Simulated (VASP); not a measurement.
Here is a VASP 6.6.1 calculation.

File INCAR:

```
SYSTEM = Ru
ALGO = Normal
EDIFF = 1E-7
ENCUT = 520
GGA = PE
ISIF = 2
ISMEAR = -1
LASPH = .True.
LCHARG = .True.
LELF = .True.
LREAL = .False.
LVHAR = .True.
LWAVE = .False.
NBANDS = 21
NELM = 80
PREC = Accurate
SIGMA = 0.06122561905347299
```

The input KPOINTS:

```
k-points
0
Gamma
  12 12 12
  0 0 0
```

The input POSCAR:

```
Ru
1.0
    0.0000000000      2.6725442043      2.6725442043
    2.6725442043      0.0000000000      2.6725442043
    2.6725442043      2.6725442043      0.0000000000
Ru
2
Direct
    0.0000000000      0.0000000000      0.0000000000
    0.2500000000      0.2500000000      0.2500000000
```

Potentials or basis: VASP PAW PBE potentials, release 64 (Ru_pv).

Launch:

```bash
$ cat potpaw_PBE.64/Ru_pv/POTCAR > POTCAR
$ mpirun -np 1 vasp_std > vasp.out
```

(1) What does it give for the pressure?

(2) What does it give for the band gap on the k mesh?

Results:

(1) 11.9 GPa.

(2) zero (band 14 reaches 8.18 eV, above the bottom of band 15 at 7.27 eV).
